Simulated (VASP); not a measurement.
Runs of VASP 6.6.1 on Re. The structure is that of space group Fm-3m (No. 225), or close to it. The cells are those of the table. 

```tsv
level	cell	k mesh	gap on the mesh (eV)	pressure (GPa)
PBEsol	a = 2.774 Å, angles 60.0°, 1 atom	18 × 18 × 18	none	(a)
PBE	a = 2.762 Å, angles 60.0°, 1 atom	18 × 18 × 18	none	(b)
PBEsol	a = 2.744 Å, angles 60.0°, 1 atom	18 × 18 × 18	none	-0.2
PBEsol	a = 2.802 Å, angles 60.0°, 1 atom	18 × 18 × 18	none	-21.8
PBEsol	a = 2.700, b = 2.813 Å, angles 61.3, 60.0, 61.3°, 1 atom	18 × 16 × 18	none	-3.2
PBEsol	a = 2.739 Å, angles 60.0°, 1 atom	18 × 18 × 18	none	1.9
```

Alike in all rows: task single point; potentials or basis VASP PAW PBE potentials, release 64 (Re); no spin polarisation; cutoff (eV) 520; smearing gaussian 0.1 eV.

Q: Estimate the missing entries.

A: (a) -12.2; (b) 2.1.

Caveats: spin-orbit coupling is left out, which moves the levels of the heavy elements; the PAW data sets were made with another functional, which shifts forces and pressure a little (some runs).

A k mesh can miss the band edges, and the runs leave out spin-orbit coupling on Re.

A gap of «none» marks levels without a gap at the run's occupations.
